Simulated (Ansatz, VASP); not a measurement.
# Two plane-wave programs on H

INCAR

```
SYSTEM = H
  PREC = Accurate
  ENCUT = 500
  EDIFF = 1E-6
  ISMEAR = 0
  SIGMA = 0.05
  LREAL = .False.
  LASPH = .True.
  NELM = 120
  ALGO = Normal
  ISIF = 2
  LWAVE = .False.
  LCHARG = .False.
  GGA = RE
  ISYM = 0
  NBANDS = 8
  GGA_COMPAT = .False.
```

File KPOINTS:

```
regular mesh
0
Gamma
  8 8 8
  0 0 0
```

POSCAR

```
H
1.0
   -1.8525490533      1.8525490533      2.2855640979
    1.8525490533     -1.8525490533      2.2855640979
    1.8571862223      1.8571862223     -2.2855640979
H
2
Direct
    0.9178910720      0.9178910720      0.0000000000
    0.0821089280      0.0821089280      0.0000000000
```

Input for Ansatz:

```yaml
crystal:
  lattice:
    - [-1.8525490533, 1.8525490533, 2.2855640979]
    - [1.8525490533, -1.8525490533, 2.2855640979]
    - [1.8571862223, 1.8571862223, -2.2855640979]
  atoms:
    - { symbol: H, position: [0.917891072, 0.917891072, 0.0] }
    - { symbol: H, position: [0.082108928, 0.082108928, 0.0] }
  symmetry: { detect: false }
kpoints:
  mp_grid: { grid: [8, 8, 8] }
hamiltonian:
  xc: revpbe
  pseudopotentials: { kind: paw, source: ansatz }
scf:
  occupations: { method: gaussian, width: 0.05 }
output:
  forces: true
  eigenvalues: true
  stress: true
```

Alike in both runs: task single point; functional revPBE; k mesh 8 × 8 × 8; occupations gaussian, width 0.05 eV; no spin polarisation.

```csv
,VASP,Ansatz
version,VASP 6.6.1,Ansatz 0.2.0
potentials or method,"VASP PAW PBE potentials, release 64 (H)","scalar-relativistic, plane waves"
plane-wave cutoff (eV),500,800
valence electrons in the cell,2,2
```

|  | VASP | Ansatz | Ansatz less VASP |
| --- | --- | --- | --- |
| gap on the k mesh at the Fermi level (eV) | 9.57 | 9.57 | 0.000 |
| pressure (GPa) | 0.0 | 0.1 | +0.19 |
| traceless stress, the component that is largest in VASP (GPa) | -0.44 | -0.42 | +0.026 |
| rms of the force components (eV/Å) | 0.095 | 0.096 | +0.0015 |

VASP's potentials were made for PBE, not for revPBE. Atom by atom the forces differ by 0.001 eV/Å (rms over components). With one functional, cell and mesh, what is left measures potentials, basis and numerics.
